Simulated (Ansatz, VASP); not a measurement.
## CoC: VASP beside Ansatz

```
CELL_PARAMETERS angstrom
0.00000 2.00122 2.00122
2.00122 0.00000 2.00122
2.00122 2.00122 0.00000
ATOMIC_POSITIONS crystal
Co 0.00000 0.00000 0.00000
C 0.50000 0.50000 0.50000
```

Alike in both runs: functional PBE; k mesh 24 × 24 × 24; occupations gaussian, width 0.1 eV; no spin polarisation.

Ansatz relaxed the structure, and its values are those at the end. VASP's run is a single point on that final structure, the one shown.

```csv
,VASP,Ansatz
version,VASP 6.6.1,Ansatz 0.2.0
potentials or method,"VASP PAW PBE potentials, release 64 (Co, C), cutoff 520 eV","scalar-relativistic, plane waves, PAW"
valence electrons in the cell,13,21
```

```tsv
	VASP	Ansatz	Ansatz less VASP
gap on the k mesh at the Fermi level (eV)	none	none	-
pressure (GPa)	0.0	0.0	+0.07
```

A gap of «none» marks a metal or a gap that the smearing closes. VASP's potentials hold 13 valence electrons a cell and Ansatz's 21, so a difference there can come from the potentials and not from the codes.
